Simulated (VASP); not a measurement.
## Mn3Si: single point with LDA

The system is Mn3Si.

```xyz
4
Lattice="0.0000 2.7826 2.7826 2.7826 0.0000 2.7826 2.7826 2.7826 0.0000" Properties=species:S:1:pos:R:3 pbc="T T T"
Mn    2.7826    2.7826    2.7826
Mn    1.3913    1.3913    1.3913
Mn    4.1739    4.1739    4.1739
Si    0.0000    0.0000    0.0000
```

```yaml
Program: VASP 6.6.1
Task: single point
Functional: LDA
Potentials_or_basis: VASP PAW LDA potentials, release 64 (Mn_pv, Si)
Cutoff: 520 eV
k_mesh: 10 × 10 × 10
Occupations: fermi-dirac, width 0.05 eV
Spin: collinear spin, ferromagnetic start
Starting_moments: "[4.0, 4.0, 4.0, 0.0] μB"
Dipole_correction: no
Further_INCAR_settings: ALGO = Normal; EDIFF = 1e-06; NBANDS = 34
```

```yaml
Pressure: -9.8 GPa
Net_moment: 1.35 μB per cell
Site_moments: Mn +1.78, -0.24 (each value once); Si +0.02 μB
Valence_electrons_inside_the_program's_atomic_spheres: Mn 11.97, 12.08 (each value once); Si 1.67
```

Levels at points of the mesh, in eV from the Fermi level:
Spin up:
```csv
k point,band 18,band 19,band 20,band 21,band 22,band 23,band 24,band 25,band 26,band 27
"(0.00, 0.00, 0.00)",-2.55,0.12,0.12,0.53,0.53,0.53,1.24,1.24,4.34,5.12
"(0.50, 0.00, 0.00)",-1.80,-0.80,-0.80,-0.74,-0.01,-0.01,0.58,0.58,0.88,4.91
"(0.50, 0.50, 0.00)",-1.99,-1.96,-0.54,-0.37,-0.37,0.26,0.53,0.86,0.86,1.18
```
Spin down:
| k point | band 17 | band 18 | band 19 | band 20 | band 21 | band 22 | band 23 | band 24 | band 25 | band 26 |
| --- | --- | --- | --- | --- | --- | --- | --- | --- | --- | --- |
| (0.00, 0.00, 0.00) | -1.70 | -1.70 | 0.39 | 0.39 | 0.39 | 1.09 | 1.09 | 1.38 | 1.38 | 4.54 |
| (0.50, 0.00, 0.00) | -1.87 | -1.87 | -0.97 | -0.97 | -0.88 | 0.93 | 0.93 | 1.29 | 1.29 | 1.44 |
| (0.50, 0.50, 0.00) | -2.09 | -2.09 | -0.48 | -0.48 | -0.28 | 0.30 | 0.83 | 1.03 | 1.23 | 1.36 |

Run time: 91 s on 1 thread of Intel(R) Xeon(R) 6975P-C (Granite Rapids) (shared host), peak memory 0.23 GiB.

Caveat: the cell stands under tension.
